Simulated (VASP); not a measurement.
Wanted: the native input for a VASP 6.6.1 run.

- Task: single point
- Functional: PBE
- Potentials or basis: VASP PAW PBE potentials, release 64 (Al, Ga_d, As)
- Cutoff: 520 eV
- k mesh: 4 × 4 × 4
- Occupations: gaussian, width 0.1 eV
- Spin: no spin polarisation
- Dipole correction: no
- Further INCAR settings: ALGO = Normal; EDIFF = 1e-06; NBANDS = 46

The structure of Al2Ga3As5 lies in POSCAR:

```
Al2Ga3As5
1.0
    0.0000000000     -4.0575766000      0.0000000000
    4.0575766000      0.0000000000      0.0000000000
   -2.0287883000      2.0287883000     14.3490194000
Al Ga As
2 3 5
Direct
    0.7001500000      0.7001500000      0.4003000000
    0.2998500000      0.2998500000      0.5997000000
    0.8998070000      0.8998070000      0.7996140000
    0.5000000000      0.5000000000      1.0000000000
    0.1001930000      0.1001930000      0.2003860000
    0.3495200000      0.8495200000      0.6990400000
    0.9499120000      0.4499120000      0.8998240000
    0.5500880000      0.0500880000      0.1001760000
    0.1504800000      0.6504800000      0.3009600000
    0.7500000000      0.2500000000      0.5000000000
```

One way to write it, as run:

INCAR

```
PREC = Accurate
ENCUT = 520
EDIFF = 1E-6
ISMEAR = 0
SIGMA = 0.1
LREAL = False
LASPH = True
NELM = 60
ALGO = Normal
ISIF = 2
LWAVE = False
LCHARG = False
GGA = PE
NBANDS = 46
```

KPOINTS

```
regular mesh
0
Gamma
  4 4 4
```

Potentials or basis: VASP PAW PBE potentials, release 64 (Al, Ga_d, As).

Command:

```console
$ cat potpaw_PBE.64/Al/POTCAR potpaw_PBE.64/Ga_d/POTCAR potpaw_PBE.64/As/POTCAR > POTCAR
$ mpirun -np 1 vasp_std > vasp.out
```

Results of the run:

```yaml
Pressure: 0.3 GPa
Largest_force: 0.014 eV/Å
Band_gap_on_the_k_mesh: 0.73 eV, direct
```

Run time: 110 s on 1 thread of Intel(R) Xeon(R) Platinum 8488C (Sapphire Rapids), on a shared host, peak memory 0.37 GiB.
